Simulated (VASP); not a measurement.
# SnTe: single point with PBE

The system is SnTe.

```
Sn Te
1.0
     0.00000    3.15263    3.15263
     3.15263    0.00000    3.15263
     3.15263    3.15263    0.00000
Sn Te
1 1
Direct
  0.01148 0.98852 0.98852
  0.48932 0.51068 0.51068
```

This cell differs from its parent crystal: atoms displaced along a vibrational mode, the cell strained.

```
Program                : VASP 6.6.1
Task                   : single point
Functional             : PBE
Potentials or basis    : VASP PAW PBE potentials, release 64 (Sn_d, Te)
Cutoff                 : 520 eV
k mesh                 : 10 × 10 × 10
Occupations            : gaussian, width 0.03 eV
Spin                   : no spin polarisation
Dipole correction      : no
Further INCAR settings : ALGO = Normal; EDIFF = 1e-06; NBANDS = 17
```

```json
{
  "Pressure": "2.4 GPa",
  "Largest force": "0.094 eV/Å",
  "Band gap on the k mesh": "0.37 eV"
}
```

Forces in eV/Å, atoms in the order of the input:
```
Sn   0.094  0.000  0.000
Te  -0.094  0.000  0.000
```

Stress tensor (GPa, compression positive):
```
2.83 0.00 0.00
0.00 2.23 0.00
0.00 0.00 2.23
```

Levels at points of the mesh, in eV from the valence-band top:
```tsv
k point	band 8	band 9	band 10	band 11	band 12	band 13
(0.00, 0.00, 0.00)	-2.06	-2.00	-2.00	3.33	3.33	3.52
(0.50, 0.00, 0.00)	-1.77	-1.69	0.00	0.37	0.52	0.63
(0.50, 0.50, 0.00)	-5.44	-3.60	-3.59	2.20	5.11	5.14
(0.00, 0.50, 0.50)	-5.22	-3.61	-3.61	2.31	5.06	5.06
```

Run time: 61 s on 1 thread of AMD EPYC 9R45 96-Core Processor (Zen 5) (shared host), peak memory 0.25 GiB.

Caveat: the cell differs from its parent crystal (atoms displaced along a vibrational mode, the cell strained); semilocal functionals underestimate gaps, and a narrow one can read as zero; spin-orbit coupling is left out, which moves the levels of the heavy elements. A k mesh can miss the band edges.
